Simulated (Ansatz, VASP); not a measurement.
## SnO2 in VASP and in Ansatz

The input INCAR:

```
SYSTEM = SnO2
PREC = Accurate
ENCUT = 520
EDIFF = 1E-7
ISMEAR = 0
SIGMA = 0.05
LREAL = .FALSE.
LASPH = .TRUE.
NELM = 80
ALGO = Normal
ISIF = 2
LWAVE = .FALSE.
LCHARG = .TRUE.
GGA = PE
IVDW = 12
LELF = .TRUE.
LVHAR = .TRUE.
NBANDS = 35
```

File KPOINTS:

```
regular mesh
0
G
  12 12 4
  0 0 0
```

Contents of POSCAR:

```
SnO2
1.0
    3.2115702651      0.0000000000      0.0000000000
   -1.6057851326      2.7813014356      0.0000000000
    0.0000000000      0.0000000000     10.3427560363
Sn O
2 4
Direct
    0.0000000000      0.0000000000      0.5000000000
    0.0000000000      0.0000000000      0.0000000000
    0.6287783823      0.2575567646      0.4241752978
    0.6287783823      0.2575567646      0.1204419404
    0.2954450490      0.5908900980      0.6204419404
    0.2954450490      0.5908900980      0.9241752978
```

Input for Ansatz:

```yaml
crystal:
  lattice:
    - [3.2115702651, 0.0, 0.0]
    - [-1.6057851326, 2.7813014356, 0.0]
    - [0.0, 0.0, 10.3427560363]
  atoms:
    - { symbol: Sn, position: [0.0, 0.0, 0.5] }
    - { symbol: Sn, position: [0.0, 0.0, 0.0] }
    - { symbol: O, position: [0.6287783823, 0.2575567646, 0.4241752978] }
    - { symbol: O, position: [0.6287783823, 0.2575567646, 0.1204419404] }
    - { symbol: O, position: [0.295445049, 0.590890098, 0.6204419404] }
    - { symbol: O, position: [0.295445049, 0.590890098, 0.9241752978] }
basis:
  ecutwfc: 420
kpoints:
  mp_grid: { grid: [12, 12, 4] }
hamiltonian:
  xc: pbe
  dispersion: d3bj
scf:
  occupations: { method: gaussian, width: 0.05 }
output:
  forces: true
  stress: true
  eigenvalues: true
```

Change from the starting cell: all O atoms moved +0.312 Å, as atom 3 towards its neighbour atom 5 (O) at 2.749 Å.

Alike in both runs: task single point; functional PBE; dispersion D3(BJ); k mesh 12 × 12 × 4; occupations gaussian, width 0.05 eV; no spin polarisation.

```csv
,VASP,Ansatz
version,VASP 6.6.1,Ansatz 0.2.0
potentials or method,"VASP PAW PBE potentials, release 64 (Sn_d, O), cutoff 520 eV","scalar-relativistic, plane waves, PAW"
valence electrons in the cell,52,52
```

```csv
,VASP,Ansatz,Ansatz less VASP
gap on the k mesh at the Fermi level (eV),1.60,1.62,+0.023
least direct gap on the mesh (eV),1.60,1.62,+0.023
pressure (GPa),7.6,7.3,-0.38
"traceless stress, the component that is largest in VASP (GPa)",-7.96,-7.69,+0.268
rms of the force components (eV/Å),2.808,2.807,-0.0016
```

Atom by atom the forces differ by 0.032 eV/Å (rms over components).
